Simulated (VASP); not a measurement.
Input of a VASP 6.6.1 run:

The input POSCAR:

```
ScAl3
1.0
    4.0878065700      0.0000000000      0.0000000000
    0.0000000000      4.0878065700      0.0000000000
    0.0000000000      0.0000000000      4.0878065700
Sc Al
1 3
Direct
    0.0000000000      0.0000000000      0.0000000000
    0.5000000000      0.5000000000      0.0000000000
    0.0000000000      0.5000000000      0.5000000000
    0.5000000000      0.0000000000      0.5000000000
```

Contents of INCAR.step1:

```
SYSTEM = ScAl3
PREC     = Accurate       ! precision mode
ENCUT    = 520            ! plane-wave cutoff, eV
EDIFF    = 1E-5           ! SCF threshold, eV
ISMEAR   = -1             ! smearing method
SIGMA    = 0.05           ! smearing width, eV
LREAL    = .FALSE.        ! projectors in reciprocal space
LASPH    = .TRUE.         ! aspherical terms in the spheres
NELM     = 100            ! most SCF steps
ALGO     = Normal         ! electronic algorithm
ISIF     = 2              ! what is computed and relaxed
LWAVE    = .TRUE.         ! write WAVECAR
LCHARG   = .FALSE.        ! write CHGCAR
NBANDS   = 18             ! bands
GGA      = PE             ! functional
```

INCAR.step2

```
SYSTEM = ScAl3
PREC     = Accurate       ! precision mode
ENCUT    = 520            ! plane-wave cutoff, eV
EDIFF    = 1E-6           ! SCF threshold, eV
ISMEAR   = -1             ! smearing method
SIGMA    = 0.05           ! smearing width, eV
LREAL    = .FALSE.        ! projectors in reciprocal space
LASPH    = .TRUE.         ! aspherical terms in the spheres
NELM     = 100            ! most SCF steps
ALGO     = Normal         ! electronic algorithm
ISIF     = 2              ! what is computed and relaxed
LWAVE    = .FALSE.        ! write WAVECAR
LCHARG   = .FALSE.        ! write CHGCAR
GGA      = PE             ! functional
LHFCALC  = .TRUE.         ! exact exchange
HFSCREEN = 0.2079         ! screening, 1/A
PRECFOCK = Normal       
NBANDS   = 18             ! bands
ISTART   = 1
```

File KPOINTS:

```
Automatic mesh
0
G
  4 4 4
  0 0 0
```

Potentials or basis: VASP PAW PBE potentials, release 64 (Sc_sv, Al).

The run is started by

```console
$ cat potpaw_PBE.64/Sc_sv/POTCAR potpaw_PBE.64/Al/POTCAR > POTCAR
$ cp INCAR.step1 INCAR
$ mpirun -np 1 vasp_std > vasp.out
$ cp INCAR.step2 INCAR
$ mpirun -np 1 vasp_std > vasp.out
```

(1) Predict the band gap on the k mesh.

(2) Predict the pressure.

Results:

(1) zero (band 10 reaches 8.36 eV, above the bottom of band 11 at 3.69 eV).

(2) 0.4 GPa.

Caveat: the k points lie up to 0.38 Å⁻¹ apart; the PAW data sets were made with another functional, which shifts forces and pressure a little.
